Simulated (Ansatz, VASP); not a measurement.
**C: VASP beside Ansatz**

File INCAR:

```
  ALGO = Normal
  EDIFF = 1E-7
  EDIFFG = -0.002
  ENCUT = 520
  GGA_COMPAT = F
  IBRION = 2
  ISIF = 2
  ISMEAR = 0
  LASPH = T
  LCHARG = F
  LREAL = F
  LWAVE = F
  NELM = 120
  NELMIN = 4
  NSW = 60
  PREC = Accurate
  SIGMA = 0.02
```

File KPOINTS:

```
k-points
0
Gamma
  9 9 9
```

The input POSCAR:

```
C
1.0
    0.0203326477      1.7595938803      1.7595938803
    1.7595938803      0.0203326477      1.7595938803
    1.7595938803      1.7595938803      0.0203326477
C
2
Direct
   -0.0001005299     -0.0001005299     -0.0001005299
    0.2501005299      0.2501005299      0.2501005299
```

Input for Ansatz:

```yaml
crystal:
  lattice:
    - [0.0203326477, 1.7595938803, 1.7595938803]
    - [1.7595938803, 0.0203326477, 1.7595938803]
    - [1.7595938803, 1.7595938803, 0.0203326477]
  atoms:
    - { symbol: C, position: [-0.0001005299, -0.0001005299, -0.0001005299] }
    - { symbol: C, position: [0.2501005299, 0.2501005299, 0.2501005299] }
basis:
  ecutwfc: 420
kpoints:
  mp_grid: { grid: [9, 9, 9] }
hamiltonian:
  xc: lda
  pseudopotentials: { kind: paw, azcp: { folder: soft_1 } }
scf:
  occupations: { method: gaussian, width: 0.02 }
output:
  forces: true
  stress: true
  eigenvalues: true
relax:
  adjacent_minimum: "off"
  f_tol: 0.002
  max_steps: 40
```

Change from the starting cell: strained cell.

Alike in both runs: task relaxation of the atoms; functional LDA; k mesh 9 × 9 × 9; occupations gaussian, width 0.02 eV; no spin polarisation.

```csv
,VASP,Ansatz
version,VASP 6.6.1,Ansatz 0.2.0
potentials or method,"VASP PAW LDA potentials, release 64 (C), cutoff 520 eV","scalar-relativistic, plane waves, PAW"
valence electrons in the cell,8,8
```

|  | VASP | Ansatz | Ansatz less VASP |
| --- | --- | --- | --- |
| gap on the k mesh at the Fermi level, each at its own relaxed structure (eV) | 4.23 | 4.23 | +0.007 |

Ansatz warns that its potentials were made for another functional, while VASP's fit it. LDA's correlation is that of Perdew and Zunger in VASP and of Perdew and Wang (1992) in Ansatz. Ansatz's warnings: stress scf threshold loose.
